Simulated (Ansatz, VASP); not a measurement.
## One calculation of KMo3, two programs

```
K Mo
1.0
     4.81646    0.00000    0.00000
     0.00000    4.81646    0.00000
     0.00000    0.00000    3.05354
K Mo
1 3
Direct
  0.00000 0.00000 0.00000
  0.00000 0.50000 0.50000
  0.50000 0.00000 0.50000
  0.50000 0.50000 0.00000
```

Alike in both runs: functional PBE; k mesh 4 × 4 × 4; occupations gaussian, width 0.1 eV; no spin polarisation.

Ansatz relaxed the structure, and its values are those at the end. VASP's run is a single point on that final structure, the one shown.

```csv
,VASP,Ansatz
version,VASP 6.6.1,Ansatz 0.2.0
potentials or method,"VASP PAW PBE potentials, release 64 (K_sv, Mo_sv), cutoff 520 eV","scalar-relativistic, plane waves, PAW"
valence electrons in the cell,51,51
```

Ansatz gave:

```
gap on the k mesh at the Fermi level (eV) : none
pressure (GPa)                            : 0.1
```

Problem. Which values does VASP return?

Solution. gap on the k mesh at the Fermi level (eV): none; pressure (GPa): 0.7.

A gap of «none» marks a metal or a gap that the smearing closes. The functional is the same, so the differences come from potentials, cutoffs and numerics.

The k mesh is coarse, so the values compare programs but aren't converged.
